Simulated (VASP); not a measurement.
# C: relaxation of shape and atoms at fixed volume with r2SCAN

C:

```
CELL_PARAMETERS angstrom
0.00000 2.14781 3.59703
1.24008 0.00000 3.59703
1.24008 2.14781 0.00000
ATOMIC_POSITIONS crystal
C 0.16670 0.83330 0.16670
C 0.83330 0.16670 0.83330
```

- Program: VASP 6.6.1
- Task: relaxation of shape and atoms at fixed volume
- Functional: r2SCAN
- Potentials or basis: VASP PAW PBE potentials, release 64 (C)
- Cutoff: 600 eV
- k mesh: 14 × 14 × 14
- Occupations: gaussian, width 0.02 eV
- Spin: no spin polarisation
- Dipole correction: no
- Further INCAR settings: ALGO = Normal; EDIFF = 1e-06; IBRION = 2; EDIFFG = -0.01; NSW = 50; ISIF = 4

```yaml
Energy_gained_by_relaxing: 5.4 meV/atom
Ionic_steps: 3
Pressure_after_relaxing: -0.8 GPa
Largest_force_after_relaxing: 0.004 eV/Å
```

Forces in eV/Å, atoms in the order of the input:
```
C    0.000 -0.004  0.000
C    0.000  0.004  0.000
```

Step by step:
| step | energy change (eV) | largest force (eV/Å) | pressure (GPa) | volume (Å³) |
| --- | --- | --- | --- | --- |
| 1 | 0.0000 | 0.0001 | -7.41 | 19.16 |
| 2 | -0.0107 | 0.0045 | 0.10 | 19.16 |
| 3 | -0.0109 | 0.0040 | -0.81 | 19.16 |

Final structure:
```
C
1.0
     0.00000    2.12918    3.66035
     1.22929    0.00000    3.66035
     1.22929    2.12918    0.00000
C
2
Direct
  0.16670 0.83330 0.16670
  0.83330 0.16670 0.83330
```

Wall time 11 min on 1 thread of Intel(R) Xeon(R) Platinum 8488C (Sapphire Rapids), on a shared host, peak memory 0.2 GiB.

Caveat: the PAW data sets were made with another functional, which shifts forces and pressure a little.
